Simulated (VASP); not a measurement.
# Li (Fm-3m) in VASP: further runs

Li is run at these levels: LDA; tasks: single point.

All numbers are computed with VASP 6.6.1; they aren't measurements. Logs are shortened: lines on timing, memory, paths and dates and some standing lists are left out, and cuts for length are marked.

**1. The cell of the first run**

It takes space group Fm-3m (No. 225, cubic). The conventional cell has a = 4.227 Å, b = 4.227 Å, c = 4.227 Å, α = 90.00°, β = 90.00°, γ = 90.00°. Within 3.9 Å of Li (site symmetry m-3m) lie 12 Li at 2.99 Å.

**2. Single point, LDA**

INCAR

```
SYSTEM = Li
PREC = Accurate
ENCUT = 520
EDIFF = 1E-6
ISMEAR = 1
SIGMA = 0.05
LREAL = .False.
LASPH = .True.
NELM = 60
ALGO = Normal
ISIF = 2
LWAVE = .False.
LCHARG = .False.
GGA = CA
NBANDS = 14
```

KPOINTS

```
regular mesh
0
Gamma
  9 9 9
  0 0 0
```

POSCAR

```
Li
1.0
    4.2273373155      0.0000000000      0.0000000000
    0.0000000000      4.2273373155      0.0000000000
    0.0000000000      0.0000000000      4.2273373155
Li
4
Direct
    0.0000000000      0.0000000000      0.0000000000
    0.0000000000      0.5000000000      0.5000000000
    0.5000000000      0.0000000000      0.5000000000
    0.5000000000      0.5000000000      0.0000000000
```

Potentials or basis: VASP PAW LDA potentials, release 64 (Li_sv).

On the command line:

```sh
$ cat potpaw_LDA.64/Li_sv/POTCAR > POTCAR
$ mpirun -np 1 vasp_std > vasp.out
```

OUTCAR:

```text
SYSTEM = Li
   PREC = Accurate
   ENCUT = 520
   EDIFF = 1E-6
   ISMEAR = 1
   LREAL = .False.
   LASPH = .True.
   NELM = 60
   ISIF = 2
   GGA = CA

 ion  position               nearest neighbor table
   1  0.000  0.000  0.000-
   2  0.000  0.500  0.500-
   3  0.500  0.000  0.500-
   4  0.500  0.500  0.000-

  LATTYP: Found a simple cubic cell.
 ALAT       =     4.2273373155

  Lattice vectors:

 A1 = (   4.2273373155,   0.0000000000,   0.0000000000)
 A2 = (   0.0000000000,   4.2273373155,   0.0000000000)
 A3 = (   0.0000000000,   0.0000000000,   4.2273373155)

Analysis of symmetry for initial positions (statically):
=====================================================================
 Subroutine PRICEL returns following result:

  LATTYP: Found a face centered cubic cell.
 ALAT       =     4.2273373155

  Lattice vectors:

 A1 = (   2.1136686577,  -2.1136686577,   0.0000000000)
 A2 = (   2.1136686577,   0.0000000000,   2.1136686577)
 A3 = (   0.0000000000,  -2.1136686577,   2.1136686577)

   4 primitive cells build up your supercell.

 Routine SETGRP: Setting up the symmetry group for a
 simple cubic supercell.

 Subroutine GETGRP returns: Found 48 space group operations
 (whereof 48 operations were pure point group operations)
 out of a pool of 48 trial point group operations.

The static configuration has the point symmetry O_h .

Analysis of symmetry for dynamics (positions and initial velocities):
=====================================================================
 Subroutine PRICEL returns following result:

  LATTYP: Found a face centered cubic cell.
 ALAT       =     4.2273373155

  Lattice vectors:

 A1 = (   2.1136686577,  -2.1136686577,   0.0000000000)
 A2 = (   2.1136686577,   0.0000000000,   2.1136686577)
 A3 = (   0.0000000000,  -2.1136686577,   2.1136686577)

   4 primitive cells build up your supercell.

 Routine SETGRP: Setting up the symmetry group for a
 simple cubic supercell.

 Subroutine GETGRP returns: Found 48 space group operations
 (whereof 48 operations were pure point group operations)
 out of a pool of 48 trial point group operations.

The dynamic configuration has the point symmetry O_h .

 Subroutine INISYM returns: Found 48 space group operations
[... 97 lines left out ...]
   EDIFFG = 0.1E-04   stopping-criterion for IOM
   NSW    =      0    number of steps for IOM
   IBRION =     -1    ionic relax: 0-MD 1-quasi-New 2-CG
   NFREE  =      0    steps in history (QN), initial steepest desc. (CG)
   ISIF   =      2    stress and relaxation
   ISYM   =      2    0-nonsym 1-usesym 2-fastsym
   POTIM  = 0.5000    time-step for ionic-motion
   TEBEG  =    0.0;   TEEND  =   0.0 temperature during run
   PSTRESS=    0.0 pullay stress
   NELECT =      12.0000    total number of electrons
   NUPDOWN=      -1.0000    fix difference up-down
   EMIN   =  10.00;   EMAX   =-10.00  energy-range for DOS
   EFERMI =   0.00;   METHOD = LEGACY
   ISMEAR =     1;   SIGMA  =   0.05  broadening in eV -4-tet -1-fermi 0-gaus
   EFERMI_NEDOS =   21; number of points for ismear=-14 and -15
   IALGO  =     38    algorithm
   IMIX   =      4    mixing-type and parameters
     AMIX     =   0.40;   BMIX     =  1.00
     AMIX_MAG =   1.60;   BMIX_MAG =  1.00
  volume/ion in A,a.u.               =      18.89       127.45
  Fermi-wavevector in a.u.,A,eV,Ry     =   0.886615  1.675459 10.695348  0.786086
  Thomas-Fermi vector in A             =   2.007804
   LORBIT       =      0    0 simple, 1 ext, 2 COOP (PROOUT), +10 PAW based schemes
   GGA     = CA    functional components
   LHFCALC =     F    Hartree Fock is set to
   AEXX    =    0.0000 exact exchange contribution
   IVDW    =     0    specifies the selected vdW correction
   LEPSILON=     F    determine dielectric tensor
   LRPA    =     F    only Hartree local field effects (RPA)
 non-spin polarized calculation
 Methfessel and Paxton  Order N= 1 SIGMA  =   0.05
  energy-cutoff  :      520.00
  volume of cell :       75.54
 maximum number of plane-waves:      2046
 NGX is ok and might be reduce to    32
   NGX = 15   NGY = 15   NGZ = 15

 number of electron      11.9999960 magnetization

 Free energy of the ion-electron system (eV)
  ---------------------------------------------------
  ext. energy  EPLUGINS =         0.00000000
  ---------------------------------------------------
  free energy    TOTEN  =        -8.19570823 eV

  energy without entropy =       -8.19478565  energy(sigma->0) =       -8.19540071

 E-fermi :   0.8099     XC(G=0):  -7.3249

 val. band max:        0.7771625861   @ k =   0.4444   0.4444   0.4444
 cond. band min:       0.8116760658   @ k =   0.3333   0.3333   0.2222
 fundamental gap:      0.0345134797
 Fermi energy:         0.8098665294

 k-point     1 :       0.0000    0.0000    0.0000
  band No.  band energies     occupation
      1     -44.7112      2.00000
      2     -44.6759      2.00000
      3     -44.6759      2.00000
      4     -44.6759      2.00000
      5      -2.7745      2.00000
      6       2.3505      0.00000
      7       2.3505      0.00000
      8       2.3505      0.00000
      9       5.8312      0.00000
     10       5.8312      0.00000
     11       5.8312      0.00000
     12       9.5239      0.00000
     13       9.5239      0.00000
     14       9.5239      0.00000
[... 377 lines left out ...]
      1     -44.6909      2.00000
      2     -44.6866      2.00000
      3     -44.6811      2.00000
      4     -44.6798      2.00000
      5      -0.8432      2.00000
      6      -0.1662      2.00000
      7       1.1586     -0.00000
      8       1.7640     -0.00000
      9       4.6062      0.00000
     10       5.3620      0.00000
     11       7.0192      0.00000
     12       7.8810      0.00000
     13       8.9262      0.00000
     14       9.2331      0.00000

 [... further k-points ...]
[... 5 lines left out ...]
  --------------------------------------------------------------------------------------
  -------------------------------------------------------------------------------------
  Total       -0.0462638     -0.0462638     -0.0462638      0.0000000      0.0000000      0.0000000
  in kB       -0.9811853     -0.9811853     -0.9811853      0.0000000      0.0000000      0.0000000
  external PRESSURE =      -0.9811853 kB  Pullay stress =       0.0000000 kB

 VOLUME and BASIS-vectors are now :
 -----------------------------------------------------------------------------
  energy-cutoff  :      520.00
  volume of cell :       75.54
      direct lattice vectors                 reciprocal lattice vectors
     4.227337315  0.000000000  0.000000000     0.236555525  0.000000000  0.000000000
     0.000000000  4.227337315  0.000000000     0.000000000  0.236555525  0.000000000
     0.000000000  0.000000000  4.227337315     0.000000000  0.000000000  0.236555525

 POSITION                                       TOTAL-FORCE (eV/Angst)
 -----------------------------------------------------------------------------------
      0.00000      0.00000      0.00000         0.000000      0.000000     -0.000000
      0.00000      2.11367      2.11367         0.000000     -0.000000      0.000000
      2.11367      0.00000      2.11367        -0.000000     -0.000000      0.000000
      2.11367      2.11367      0.00000        -0.000000      0.000000     -0.000000
 -----------------------------------------------------------------------------------
    total drift:                                0.000000     -0.000000     -0.000000

  FREE ENERGIE OF THE ION-ELECTRON SYSTEM (eV)
  ---------------------------------------------------
  free  energy   TOTEN  =        -8.1957082345 eV

  energy  without entropy=       -8.1947856481  energy(sigma->0) =       -8.19540071
```

stdout:

```text
POSCAR found type information on POSCAR Li
 POSCAR found :  1 types and       4 ions
 scaLAPACK will be used
 LDA part: xc-table for (Slater(with rela. corr.)+CA(PZ))
 , standard interpolation
 POSCAR, INCAR and KPOINTS ok, starting setup
 FFT: planning ... GRIDC
 FFT: planning ... GRID_SOFT
 FFT: planning ... GRID
 WAVECAR not read
 entering main loop
```

It took 25 s on 1 thread of Intel Xeon 6975P-C, shared host; peak memory 0.15 GiB.

What came out:

* Free energy: -8.1957 eV
* Band gap on the k mesh: zero (band 6 reaches 2.35 eV, above the bottom of band 7 at 0.30 eV)

Levels at points of the mesh, in eV from the Fermi level:
| k point | band 2 | band 3 | band 4 | band 5 | band 6 | band 7 | band 8 | band 9 | band 10 | band 11 |
| --- | --- | --- | --- | --- | --- | --- | --- | --- | --- | --- |
| (0.00, 0.00, 0.00) | -45.49 | -45.49 | -45.49 | -3.58 | 1.54 | 1.54 | 1.54 | 5.02 | 5.02 | 5.02 |

Caveat: the cutoff is under 1.25 times the usual one of these potentials, so pressure, stress and relaxed cells hold a basis-set (Pulay) error.

**3. Single point, LDA**

INCAR

```
SYSTEM = Li
PREC = Accurate ; ENCUT = 520
EDIFF = 1E-6 ; ISMEAR = 1
SIGMA = 0.05 ; LREAL = .False.
LASPH = .True. ; NELM = 60
ALGO = Normal ; ISIF = 2
LWAVE = .False. ; LCHARG = .False.
GGA = CA ; NBANDS = 14
```

KPOINTS

```
regular mesh
0
Gamma
  10 10 10
  0 0 0
```

POSCAR is that of step 2.

Potentials or basis: VASP PAW LDA potentials, release 64 (Li_sv).

On the command line:

```sh
$ cat potpaw_LDA.64/Li_sv/POTCAR > POTCAR
$ mpirun -np 1 vasp_std > vasp.out
```

It took 33 s on 1 thread of Intel Xeon 6975P-C, shared host; peak memory 0.16 GiB.

Results (log left out):

* Free energy: -8.1922 eV
* Band gap on the k mesh: zero (band 6 reaches 2.35 eV, above the bottom of band 7 at 0.26 eV)

Levels at points of the mesh, in eV from the Fermi level:
```tsv
k point	band 4	band 5	band 6	band 7	band 8	band 9
(0.00, 0.00, 0.00)	-45.49	-3.59	1.53	1.53	1.53	5.01
(0.50, 0.00, 0.00)	-45.49	-2.07	-2.07	3.59	3.59	3.59
(0.50, 0.50, 0.00)	-45.50	-0.56	-0.56	-0.56	-0.56	5.63
(0.50, 0.50, 0.50)	-45.50	-0.07	-0.07	-0.07	-0.07	3.19
```

Caveat: the cutoff is under 1.25 times the usual one of these potentials, so pressure, stress and relaxed cells hold a basis-set (Pulay) error.
